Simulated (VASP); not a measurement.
# ZrGaH4 (P4/mmm) in VASP: notebook

ZrGaH4 is run at these levels: PBE; tasks: relaxation of cell and atoms, single point.

Everything below comes from runs of VASP 6.6.1. Logs are shortened: lines on timing, memory, paths and dates and some standing lists are left out, and cuts for length are marked.

### 1 The cell of the first run

It takes space group P4/mmm (No. 123, tetragonal). Conventional cell: a = 3.511 Å, b = 3.511 Å, c = 4.432 Å, α = 90.00°, β = 90.00°, γ = 90.00°. Within 2.7 Å of Zr (site symmetry 4/mmm) lie 8 H at 2.06 Å. Within 2.8 Å of Ga (site symmetry 4/mmm) lie 8 H at 2.09 Å. Within 2.7 Å of H (site symmetry 2mm) lie 2 Zr at 2.06 Å and 2 Ga at 2.09 Å and 6 H at 2.17 to 2.48 Å.

### 2 Relaxation of cell and atoms, PBE

File INCAR:

```
ALGO     = Normal         # electronic algorithm
EDIFF    = 1E-6           # SCF threshold, eV
EDIFFG   = -0.01          # ionic threshold
ENCUT    = 600            # plane-wave cutoff, eV
GGA      = PE             # functional
IBRION   = 2              # ionic algorithm
ISIF     = 3              # what is computed and relaxed
ISMEAR   = 0              # smearing method
LASPH    = T              # aspherical terms in the spheres
LCHARG   = F              # write CHGCAR
LREAL    = F              # projectors in reciprocal space
LWAVE    = F              # write WAVECAR
NELM     = 100            # most SCF steps
NSW      = 100            # ionic steps
PREC     = Accurate       # precision mode
SIGMA    = 0.1            # smearing width, eV
```

File KPOINTS:

```
k-points
0
Gamma
  10 10 8
```

File POSCAR:

```
ZrGaH4
1.0
    3.5106415961      0.0000000000      0.0000000000
    0.0000000000      3.5106415961      0.0000000000
    0.0000000000      0.0000000000      4.4323813986
Zr Ga H
1 1 4
Direct
    0.5000000000      0.5000000000      0.5000000000
    0.0000000000      0.0000000000      0.0000000000
    0.5000000000      0.0000000000      0.2557310813
    0.0000000000      0.5000000000      0.7442689187
    0.5000000000      0.0000000000      0.7442689187
    0.0000000000      0.5000000000      0.2557310813
```

Potentials or basis: VASP PAW PBE potentials, release 64 (Zr_sv, Ga_d, H).

On the command line:

```bash
$ cat potpaw_PBE.64/Zr_sv/POTCAR potpaw_PBE.64/Ga_d/POTCAR potpaw_PBE.64/H/POTCAR > POTCAR
$ mpirun -np 1 vasp_std > vasp.out
```

OUTCAR:

```text
EDIFF = 1E-6
   EDIFFG = -0.01
   ENCUT = 600
   GGA = PE
   IBRION = 2
   ISIF = 3
   ISMEAR = 0
   LASPH = T
   LREAL = F
   NELM = 100
   NSW = 100
   PREC = Accurate

 ion  position               nearest neighbor table
   1  0.500  0.500  0.500-   3 2.06   4 2.06   5 2.06   6 2.06   3 2.06   5 2.06   4 2.06   6 2.06
                             2 3.33   2 3.33   2 3.33   2 3.33   2 3.33   2 3.33   2 3.33   2 3.33
   2  0.000  0.000  0.000-   1 3.33   1 3.33   1 3.33   1 3.33   1 3.33   1 3.33   1 3.33   1 3.33

   3  0.500  0.000  0.256-   1 2.06   1 2.06
   4  0.000  0.500  0.744-   1 2.06   1 2.06
   5  0.500  0.000  0.744-   1 2.06   1 2.06
   6  0.000  0.500  0.256-   1 2.06   1 2.06

  LATTYP: Found a simple tetragonal cell.
 ALAT       =     3.5106415961
 C/A-ratio  =     1.2625559395

  Lattice vectors:

 A1 = (   3.5106415961,   0.0000000000,   0.0000000000)
 A2 = (   0.0000000000,   3.5106415961,   0.0000000000)
 A3 = (   0.0000000000,   0.0000000000,   4.4323813986)

Analysis of symmetry for initial positions (statically):
=====================================================================
 Subroutine PRICEL returns:
 Original cell was already a primitive cell.

 Routine SETGRP: Setting up the symmetry group for a
 simple tetragonal supercell.

 Subroutine GETGRP returns: Found 16 space group operations
 (whereof 16 operations were pure point group operations)
 out of a pool of 16 trial point group operations.

The static configuration has the point symmetry D_4h.

Analysis of symmetry for dynamics (positions and initial velocities):
=====================================================================
 Subroutine PRICEL returns:
 Original cell was already a primitive cell.

 Routine SETGRP: Setting up the symmetry group for a
 simple tetragonal supercell.

 Subroutine GETGRP returns: Found 16 space group operations
 (whereof 16 operations were pure point group operations)
 out of a pool of 16 trial point group operations.

The dynamic configuration has the point symmetry D_4h.

 Subroutine INISYM returns: Found 16 space group operations
 (whereof 16 operations are pure point group operations),
 and found     1 'primitive' translations

----------------------------------------------------------------------------------------

                                     Primitive cell
[... 106 lines left out ...]
   ISYM   =      2    0-nonsym 1-usesym 2-fastsym
   POTIM  = 0.5000    time-step for ionic-motion
   TEBEG  =    0.0;   TEEND  =   0.0 temperature during run
   PSTRESS=    0.0 pullay stress
   NELECT =      29.0000    total number of electrons
   NUPDOWN=      -1.0000    fix difference up-down
   EMIN   =  10.00;   EMAX   =-10.00  energy-range for DOS
   EFERMI =   0.00;   METHOD = LEGACY
   ISMEAR =     0;   SIGMA  =   0.10  broadening in eV -4-tet -1-fermi 0-gaus
   EFERMI_NEDOS =   21; number of points for ismear=-14 and -15
   IALGO  =     38    algorithm
   IMIX   =      4    mixing-type and parameters
     AMIX     =   0.40;   BMIX     =  1.00
     AMIX_MAG =   1.60;   BMIX_MAG =  1.00
  volume/ion in A,a.u.               =       9.10        61.44
  Fermi-wavevector in a.u.,A,eV,Ry     =   1.325574  2.504972 23.907445  1.757148
  Thomas-Fermi vector in A             =   2.455025
   LORBIT       =      0    0 simple, 1 ext, 2 COOP (PROOUT), +10 PAW based schemes
   GGA     = PE    functional components
   LHFCALC =     F    Hartree Fock is set to
   AEXX    =    0.0000 exact exchange contribution
   IVDW    =     0    specifies the selected vdW correction
   LEPSILON=     F    determine dielectric tensor
   LRPA    =     F    only Hartree local field effects (RPA)
 conjugate gradient relaxation of ions
 non-spin polarized calculation
 Gauss-broadening in eV      SIGMA  =   0.10
  energy-cutoff  :      600.00
  volume of cell :       54.63
 maximum number of plane-waves:      1852
   NGX = 15   NGY = 15   NGZ = 17

--------------------------------------- Ionic step        1  -------------------------------------------

 number of electron      29.0000002 magnetization

 Free energy of the ion-electron system (eV)
  ---------------------------------------------------
  ext. energy  EPLUGINS =         0.00000000
  ---------------------------------------------------
  free energy    TOTEN  =       -24.80014319 eV

  energy without entropy =      -24.78930846  energy(sigma->0) =      -24.79472582

------------------------ aborting loop because EDIFF is reached ----------------------------------------

  FORCE on cell =-STRESS in cart. coord.  units (eV):
  Direction    XX          YY          ZZ          XY          YZ          ZX
  --------------------------------------------------------------------------------------
  -------------------------------------------------------------------------------------
  Total        0.2018335      0.2018335     -0.8634827      0.0000000      0.0000000     -0.0000000
  in kB        5.9196182      5.9196182    -25.3252708      0.0000000      0.0000000     -0.0000000
  external PRESSURE =      -4.4953448 kB  Pullay stress =       0.0000000 kB
[... 307 lines left out ...]
--------------------------------------- Ionic step        9  -------------------------------------------

 number of electron      29.0000012 magnetization

 Free energy of the ion-electron system (eV)
  ---------------------------------------------------
  ext. energy  EPLUGINS =         0.00000000
  ---------------------------------------------------
  free energy    TOTEN  =       -24.83019372 eV

  energy without entropy =      -24.82168024  energy(sigma->0) =      -24.82593698

 E-fermi :   6.7571     XC(G=0): -10.9813

 val. band max:        6.7468291995   @ k =   0.3000   0.3000   0.2500
 cond. band min:       6.7608493943   @ k =   0.4000   0.3000   0.2500
 fundamental gap:      0.0140201948
 Fermi energy:         6.7571017055

 k-point     1 :       0.0000    0.0000    0.0000
  band No.  band energies     occupation
      1     -42.6290      2.00000
      2     -20.6784      2.00000
      3     -20.6034      2.00000
      4     -20.6034      2.00000
      5      -8.5851      2.00000
      6      -8.4567      2.00000
[... 481 lines left out ...]
      5      -8.5590      2.00000
      6      -8.4652      2.00000
[... 10 lines left out ...]
     17       8.2090      0.00000
     18      10.1361      0.00000

 [... further k-points ...]

------------------------ aborting loop because EDIFF is reached ----------------------------------------

  FORCE on cell =-STRESS in cart. coord.  units (eV):
  Direction    XX          YY          ZZ          XY          YZ          ZX
  --------------------------------------------------------------------------------------
  -------------------------------------------------------------------------------------
  Total       -0.0263712     -0.0263712      0.0404885      0.0000000      0.0000000     -0.0000000
  in kB       -0.7960398     -0.7960398      1.2221830      0.0000000      0.0000000     -0.0000000
  external PRESSURE =      -0.1232989 kB  Pullay stress =       0.0000000 kB
[... 21 lines left out ...]
  FREE ENERGIE OF THE ION-ELECTRON SYSTEM (eV)
  ---------------------------------------------------
  free  energy   TOTEN  =       -24.8301937186 eV

  energy  without entropy=      -24.8216802417  energy(sigma->0) =      -24.82593698

 reached required accuracy - stopping structural energy minimisation
```

OSZICAR:

```text
N       E                     dE             d eps       ncg     rms          rms(c)
DAV:   1     0.245010825114E+03    0.24501E+03   -0.16144E+04  4042   0.239E+03
DAV:   2    -0.107632078110E+01   -0.24609E+03   -0.23986E+03  3962   0.495E+02
DAV:   3    -0.251653772464E+02   -0.24089E+02   -0.23623E+02  5790   0.137E+02
[... 76 lines left out ...]
DAV:   3    -0.248302284617E+02    0.74262E-03   -0.27300E-03  6576   0.607E-01    0.101E-01
DAV:   4    -0.248301991034E+02    0.29358E-04   -0.35871E-04  4788   0.153E-01    0.400E-02
DAV:   5    -0.248301912491E+02    0.78542E-05   -0.10200E-04  6824   0.845E-02    0.309E-02
DAV:   6    -0.248301929002E+02   -0.16511E-05   -0.10153E-05  4642   0.300E-02    0.136E-02
DAV:   7    -0.248301937186E+02   -0.81836E-06   -0.58605E-06  4624   0.191E-02
   9 F= -.24830194E+02 E0= -.24825937E+02  d E =-.509352E-03
```

It took 11 min on 1 thread of AMD EPYC 7R43 (Zen 3), shared host; peak memory 0.25 GiB.

Results:

| Item | Value |
| --- | --- |
| Free energy | -24.8302 eV |
| Relaxed volume | 8.85 Å³/atom |
| Relaxed cell | a = 3.551 Å, b = 3.551 Å, c = 4.209 Å, α = 90.00°, β = 90.00°, γ = 90.00° |
| Space group after relaxing (to 0.05 Å) | P4/mmm (No. 123) |
| Energy gained by relaxing | 5.0 meV/atom |
| Ionic steps | 9 |
| Pressure after relaxing | 0.0 GPa |

Stress tensor (GPa, compression positive):
```
-0.08  0.00  0.00
 0.00 -0.08  0.00
 0.00  0.00  0.12
```

Step by step:
| step | energy change (eV) | largest force (eV/Å) | pressure (GPa) | volume (Å³) |
| --- | --- | --- | --- | --- |
| 1 | 0.0000 | 0.0245 | -0.45 | 54.63 |
| 2 | -0.0065 | 0.0323 | -0.38 | 54.42 |
| 3 | -0.0223 | 0.0502 | -0.17 | 53.80 |
| 4 | -0.0219 | 0.0488 | 0.65 | 52.50 |
| 5 | -0.0287 | 0.0561 | 0.13 | 53.19 |
| 6 | -0.0287 | 0.0559 | 0.22 | 53.14 |
| 7 | -0.0295 | 0.0211 | -0.28 | 53.29 |
| 8 | -0.0295 | 0.0188 | -0.33 | 53.30 |
| 9 | -0.0301 | 0.0004 | -0.01 | 53.08 |

Final structure:
```
Zr Ga H
1.0
     3.55100    0.00000    0.00000
     0.00000    3.55100    0.00000
     0.00000    0.00000    4.20926
Zr Ga H
1 1 4
Cartesian
  1.7755 1.7755 2.1046
  0.0000 0.0000 0.0000
  1.7755 0.0000 1.0561
  3.5510 1.7755 3.1532
  1.7755 0.0000 3.1532
  0.0000 1.7755 1.0561
```

### 3 Single point, PBE

File INCAR:

```
ALGO = Normal ; EDIFF = 1E-6
ENCUT = 520 ; GGA = PE
ISIF = 2 ; ISMEAR = 0
LASPH = T ; LCHARG = F
LREAL = F ; LWAVE = F
NBANDS = 24 ; NELM = 100
PREC = Accurate ; SIGMA = 0.1
```

File KPOINTS:

```
k-points
0
Gamma
  6 6 4
```

POSCAR is that of step 2.

Potentials or basis: VASP PAW PBE potentials, release 64 (Zr_sv, Ga_d, H).

On the command line:

```bash
$ cat potpaw_PBE.64/Zr_sv/POTCAR potpaw_PBE.64/Ga_d/POTCAR potpaw_PBE.64/H/POTCAR > POTCAR
$ mpirun -np 1 vasp_std > vasp.out
```

OUTCAR:

```text
EDIFF = 1E-6
   ENCUT = 520
   GGA = PE
   ISIF = 2
   ISMEAR = 0
   LASPH = T
   LREAL = F
   NELM = 100
   PREC = Accurate

 ion  position               nearest neighbor table
   1  0.500  0.500  0.500-   3 2.06   4 2.06   5 2.06   6 2.06   3 2.06   5 2.06   4 2.06   6 2.06
                             2 3.33   2 3.33   2 3.33   2 3.33   2 3.33   2 3.33   2 3.33   2 3.33
   2  0.000  0.000  0.000-   1 3.33   1 3.33   1 3.33   1 3.33   1 3.33   1 3.33   1 3.33   1 3.33

   3  0.500  0.000  0.256-   1 2.06   1 2.06
   4  0.000  0.500  0.744-   1 2.06   1 2.06
   5  0.500  0.000  0.744-   1 2.06   1 2.06
   6  0.000  0.500  0.256-   1 2.06   1 2.06

  LATTYP: Found a simple tetragonal cell.
 ALAT       =     3.5106415961
 C/A-ratio  =     1.2625559395

  Lattice vectors:

 A1 = (   3.5106415961,   0.0000000000,   0.0000000000)
 A2 = (   0.0000000000,   3.5106415961,   0.0000000000)
 A3 = (   0.0000000000,   0.0000000000,   4.4323813986)

Analysis of symmetry for initial positions (statically):
=====================================================================
 Subroutine PRICEL returns:
 Original cell was already a primitive cell.

 Routine SETGRP: Setting up the symmetry group for a
 simple tetragonal supercell.

 Subroutine GETGRP returns: Found 16 space group operations
 (whereof 16 operations were pure point group operations)
 out of a pool of 16 trial point group operations.

The static configuration has the point symmetry D_4h.

Analysis of symmetry for dynamics (positions and initial velocities):
=====================================================================
 Subroutine PRICEL returns:
 Original cell was already a primitive cell.

 Routine SETGRP: Setting up the symmetry group for a
 simple tetragonal supercell.

 Subroutine GETGRP returns: Found 16 space group operations
 (whereof 16 operations were pure point group operations)
[... 131 lines left out ...]
  volume/ion in A,a.u.               =       9.10        61.44
  Fermi-wavevector in a.u.,A,eV,Ry     =   1.325574  2.504972 23.907445  1.757148
  Thomas-Fermi vector in A             =   2.455025
   LORBIT       =      0    0 simple, 1 ext, 2 COOP (PROOUT), +10 PAW based schemes
   GGA     = PE    functional components
   LHFCALC =     F    Hartree Fock is set to
   AEXX    =    0.0000 exact exchange contribution
   IVDW    =     0    specifies the selected vdW correction
   LEPSILON=     F    determine dielectric tensor
   LRPA    =     F    only Hartree local field effects (RPA)
 non-spin polarized calculation
 Gauss-broadening in eV      SIGMA  =   0.10
  energy-cutoff  :      520.00
  volume of cell :       54.63
 maximum number of plane-waves:      1505
 NGX is ok and might be reduce to    28
   NGX = 13   NGY = 13   NGZ = 17

 number of electron      29.0000002 magnetization

 Free energy of the ion-electron system (eV)
  ---------------------------------------------------
  ext. energy  EPLUGINS =         0.00000000
  ---------------------------------------------------
  free energy    TOTEN  =       -24.75475060 eV

  energy without entropy =      -24.73596077  energy(sigma->0) =      -24.74535568

 E-fermi :   6.4261     XC(G=0): -10.8284

 val. band max:        6.3805219326   @ k =   0.3333   0.0000   0.0000
 cond. band min:       6.4394689251   @ k =   0.0000   0.0000   0.5000
 fundamental gap:      0.0589469925
 Fermi energy:         6.4261128547

 k-point     1 :       0.0000    0.0000    0.0000
  band No.  band energies     occupation
      1     -42.9546      2.00000
      2     -21.0210      2.00000
      3     -20.9031      2.00000
      4     -20.9031      2.00000
      5      -8.7810      2.00000
      6      -8.6555      2.00000
[... 637 lines left out ...]
     23      15.8482      0.00000
     24      17.6947      0.00000

 [... further k-points ...]

------------------------ aborting loop because EDIFF is reached ----------------------------------------

  FORCE on cell =-STRESS in cart. coord.  units (eV):
  Direction    XX          YY          ZZ          XY          YZ          ZX
  --------------------------------------------------------------------------------------
  -------------------------------------------------------------------------------------
  Total        0.0272795      0.0272795     -0.0193224      0.0000000      0.0000000      0.0000000
  in kB        0.8000858      0.8000858     -0.5667104      0.0000000      0.0000000      0.0000000
  external PRESSURE =       0.3444871 kB  Pullay stress =       0.0000000 kB

 VOLUME and BASIS-vectors are now :
 -----------------------------------------------------------------------------
  energy-cutoff  :      520.00
  volume of cell :       54.63
      direct lattice vectors                 reciprocal lattice vectors
     3.510641596  0.000000000  0.000000000     0.284848217  0.000000000  0.000000000
     0.000000000  3.510641596  0.000000000     0.000000000  0.284848217  0.000000000
     0.000000000  0.000000000  4.432381399     0.000000000  0.000000000  0.225612354

 POSITION                                       TOTAL-FORCE (eV/Angst)
 -----------------------------------------------------------------------------------
      1.75532      1.75532      2.21619         0.000000      0.000000      0.000000
      0.00000      0.00000      0.00000         0.000000      0.000000      0.000000
      1.75532      0.00000      1.13350         0.000000      0.000000     -0.022241
      0.00000      1.75532      3.29888        -0.000000     -0.000000      0.022241
      1.75532      0.00000      3.29888        -0.000000      0.000000      0.022241
      0.00000      1.75532      1.13350         0.000000     -0.000000     -0.022241
 -----------------------------------------------------------------------------------
    total drift:                                0.000000      0.000000      0.000000

  FREE ENERGIE OF THE ION-ELECTRON SYSTEM (eV)
  ---------------------------------------------------
  free  energy   TOTEN  =       -24.7547505978 eV

  energy  without entropy=      -24.7359607701  energy(sigma->0) =      -24.74535568
```

OSZICAR:

```text
N       E                     dE             d eps       ncg     rms          rms(c)
DAV:   1     0.215708711484E+03    0.21571E+03   -0.14134E+04  1608   0.165E+03
DAV:   2    -0.482999392535E+01   -0.22054E+03   -0.20947E+03  1560   0.426E+02
DAV:   3    -0.256705009134E+02   -0.20841E+02   -0.20546E+02  2296   0.974E+01
DAV:   4    -0.268087778630E+02   -0.11383E+01   -0.11321E+01  1928   0.168E+01
DAV:   5    -0.268307334960E+02   -0.21956E-01   -0.21954E-01  1992   0.216E+00    0.160E+01
DAV:   6    -0.250239124455E+02    0.18068E+01   -0.17134E+00  1608   0.108E+01    0.580E+00
DAV:   7    -0.247620870326E+02    0.26183E+00   -0.74429E-01  2168   0.559E+00    0.134E+00
DAV:   8    -0.247543076329E+02    0.77794E-02   -0.57916E-02  1728   0.173E+00    0.597E-01
DAV:   9    -0.247548001677E+02   -0.49253E-03   -0.63050E-03  2032   0.681E-01    0.201E-01
DAV:  10    -0.247547372140E+02    0.62954E-04   -0.12533E-03  1688   0.259E-01    0.586E-02
DAV:  11    -0.247547528172E+02   -0.15603E-04   -0.17205E-04  2024   0.102E-01    0.200E-02
DAV:  12    -0.247547513368E+02    0.14804E-05   -0.12063E-05  1720   0.262E-02    0.800E-03
DAV:  13    -0.247547505978E+02    0.73896E-06   -0.23020E-06  1832   0.105E-02
   1 F= -.24754751E+02 E0= -.24745356E+02  d E =-.187898E-01
```

stdout:

```text
POSCAR found type information on POSCAR ZrGaH
 POSCAR found :  3 types and       6 ions
 scaLAPACK will be used
 LDA part: xc-table for (Slater+PW92), standard interpolation
 POSCAR, INCAR and KPOINTS ok, starting setup
 FFT: planning ... GRIDC
 FFT: planning ... GRID_SOFT
 FFT: planning ... GRID
 WAVECAR not read
 entering main loop
```

Wall time 59 s (1 thread of AMD EPYC 7R43 (Zen 3), shared host); peak memory 0.15 GiB.

What came out:

```yaml
Free_energy: -24.7548 eV
Pressure: 0.0 GPa
Largest_force: 0.022 eV/Å
```

Forces on the atoms (eV/Å):
```
Zr   0.000  0.000  0.000
Ga   0.000  0.000  0.000
H    0.000  0.000 -0.022
H    0.000  0.000  0.022
H    0.000  0.000  0.022
H    0.000  0.000 -0.022
```

Levels at points of the mesh, in eV from the Fermi level:
| k point | band 12 | band 13 | band 14 | band 15 | band 16 | band 17 | band 18 | band 19 |
| --- | --- | --- | --- | --- | --- | --- | --- | --- |
| (0.00, 0.00, 0.00) | -5.00 | -2.32 | -0.28 | 1.27 | 1.27 | 2.59 | 2.59 | 2.59 |
| (0.50, 0.00, 0.00) | -5.42 | -2.08 | -1.46 | 0.40 | 1.00 | 1.58 | 3.45 | 4.10 |
| (0.50, 0.50, 0.00) | -5.63 | -4.31 | -4.31 | -0.82 | 1.02 | 1.97 | 3.26 | 4.83 |
| (0.00, 0.00, 0.50) | -5.18 | -1.94 | 0.01 | 0.01 | 0.62 | 2.62 | 4.67 | 6.01 |
| (0.50, 0.00, 0.50) | -6.05 | -5.27 | 0.63 | 0.96 | 1.17 | 1.27 | 3.84 | 4.27 |
| (0.50, 0.50, 0.50) | -4.38 | -3.58 | -3.58 | -3.11 | 1.91 | 2.29 | 3.28 | 4.07 |
